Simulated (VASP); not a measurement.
# MgS: phonons with r2SCAN

The system is MgS.

```
CELL_PARAMETERS angstrom
2.56212 2.56212 0.00000
-2.56212 2.56212 0.00000
0.00000 2.56212 2.56212
ATOMIC_POSITIONS crystal
Mg 0.00000 0.00000 0.00000
S 0.50000 0.50000 0.00000
```

```
Program                : VASP 6.6.1
Task                   : phonons
Functional             : r2SCAN
Potentials or basis    : VASP PAW PBE potentials, release 64 (Mg, S)
Cutoff                 : 520 eV
k mesh                 : 8 × 8 × 8
Occupations            : gaussian, width 0.01 eV
Spin                   : no spin polarisation
Dipole correction      : no
Further INCAR settings : ALGO = Normal; EDIFF = 1e-08; NBANDS = 11; IBRION = 6; POTIM = 0.015; NSW = 1
```

The highest phonon frequency at Γ, LO-TO splitting left out is 268 cm⁻¹.

Phonon frequencies in cm⁻¹ (negative: imaginary):
| q point | frequencies |
| --- | --- |
| (0.000, 0.000, 0.000) | -1 -1 -1 268 268 268 |

Wall time 5.4 min on 1 thread of Intel(R) Xeon(R) Platinum 8259CL CPU @ 2.50GHz (Skylake/Cascade Lake), on a shared host, peak memory 0.19 GiB.

Caveat: the cell stands under pressure or tension, which shifts response properties.
